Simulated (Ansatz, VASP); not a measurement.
**Two plane-wave programs on MgCd3Se4**

```
Mg Cd Se
1.0
    -2.84206    2.84206    5.70284
     2.84206   -2.84206    5.70284
     2.84206    2.84206   -5.70284
Mg Cd Se
1 3 4
Direct
  0.00000 0.00000 0.00000
  0.75000 0.25000 0.50000
  0.25000 0.75000 0.50000
  0.50000 0.50000 0.00000
  0.50000 0.00000 0.50000
  0.00000 0.50000 0.50000
  0.24337 0.24337 0.00000
  0.75663 0.75663 0.00000
```

Alike in both runs: task single point; functional PBE; k mesh 10 × 10 × 10; occupations gaussian, width 0.1 eV; no spin polarisation.

```csv
,VASP,Ansatz
version,VASP 6.6.1,Ansatz 0.2.0
potentials or method,"VASP PAW PBE potentials, release 64 (Mg, Cd, Se), cutoff 520 eV","scalar-relativistic, plane waves, PAW"
valence electrons in the cell,62,134
```

Ansatz gave:

```
gap on the k mesh at the Fermi level (eV) : none
pressure (GPa)                            : 0.0
rms of the force components (eV/Å)        : 0.001
```

**Question.** What did VASP give for the same quantities?

**Answer.** gap on the k mesh at the Fermi level (eV): none; pressure (GPa): 0.2; rms of the force components (eV/Å): 0.005.

Atom by atom the forces differ by 0.006 eV/Å (rms over components). A gap of «none» marks a metal or a gap that the smearing closes. The functional is the same, so the differences come from potentials, cutoffs and numerics. VASP's potentials hold 62 valence electrons a cell and Ansatz's 134, so a difference there can come from the potentials and not from the codes.
